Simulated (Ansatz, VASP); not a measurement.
## Ti in VASP and in Ansatz

The input INCAR:

```
SYSTEM = Ti
  PREC = Accurate
  ENCUT = 400
  EDIFF = 1E-8
  ISMEAR = -1
  SIGMA = 0.05
  LREAL = .False.
  LASPH = .True.
  NELM = 120
  ALGO = Normal
  ISIF = 2
  LWAVE = .False.
  LCHARG = .False.
  LEFG = .True.
  NBANDS = 12
  GGA_COMPAT = .False.
```

The input KPOINTS:

```
regular mesh
0
Gamma
  15 15 15
  0 0 0
```

The input POSCAR:

```
Ti
1.0
    0.0000000000      2.0909000000      2.0300000000
    2.0909000000      0.0000000000      2.0300000000
    2.0909000000      2.0909000000      0.0000000000
Ti
1
Direct
    0.0000000000      0.0000000000      0.0000000000
```

Input for Ansatz:

```yaml
crystal:
  lattice:
    - [0.0, 2.0909, 2.03]
    - [2.0909, 0.0, 2.03]
    - [2.0909, 2.0909, 0.0]
  atoms:
    - { symbol: Ti, position: [0.0, 0.0, 0.0] }
kpoints:
  mp_grid: { grid: [15, 15, 15] }
scf:
  occupations: { method: fermi_dirac, width: 0.05 }
hamiltonian:
  xc: lda
  pseudopotentials: { kind: all_electron, datasets: crystal }
output:
  forces: true
  stress: true
  eigenvalues: true
  efg: { contact_densities: true }
```

Change from the starting cell: equal xx and yy strain of +3 %, crystal datasets.

Alike in both runs: task electric field gradients; functional LDA; k mesh 15 × 15 × 15; occupations fermi-dirac, width 0.05 eV; no spin polarisation.

```csv
,VASP,Ansatz
version,VASP 6.6.1,Ansatz 0.2.0
potentials or method,"VASP PAW LDA potentials, release 64 (Ti_sv), cutoff 400 eV","all-electron PAW with datasets made for the crystal, scalar-relativistic"
```

|  | VASP | Ansatz | Ansatz less VASP |
| --- | --- | --- | --- |
| pressure (GPa) | -11.2 | -10.4 | +0.74 |
| traceless stress, the component that is largest in VASP (GPa) | 0.76 | 0.75 | -0.007 |
| size of Vzz on the site where it differs most (V/Å²) | 1.6 | 1.6 | +0.02 |

LDA's correlation is that of Perdew and Zunger in VASP and of Perdew and Wang (1992) in Ansatz. Ansatz ran all-electron here, and VASP with PAW potentials.
